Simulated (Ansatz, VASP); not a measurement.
One calculation of As, two programs

```
As
1.0
     0.00000    2.13049    2.13049
     2.13049    0.00000    2.13049
     2.13049    2.13049    0.00000
As
1
Cartesian
  0.0000 0.0000 0.0000
```

Alike in both runs: task relaxation of cell and atoms; functional PBE; k mesh 17 × 17 × 17; occupations fermi-dirac, width 0.05 eV; no spin polarisation.

```csv
,VASP,Ansatz
version,VASP 6.6.1,Ansatz 0.2.0
potentials or method,"VASP PAW PBE potentials, release 64 (As), cutoff 600 eV","all-electron LAPW, scalar-relativistic"
```

|  | VASP | Ansatz | Ansatz less VASP |
| --- | --- | --- | --- |
| relaxed volume (Å³/atom) | 19.34 | 19.34 | 0.000 |
| relaxed cell length with the largest relative difference (Å) | 3.013 | 3.013 | 0.0000 |

Ansatz ran all-electron here, and VASP with PAW potentials.

Noted on VASP's run: the relaxation stopped at its first step, so nothing moved.
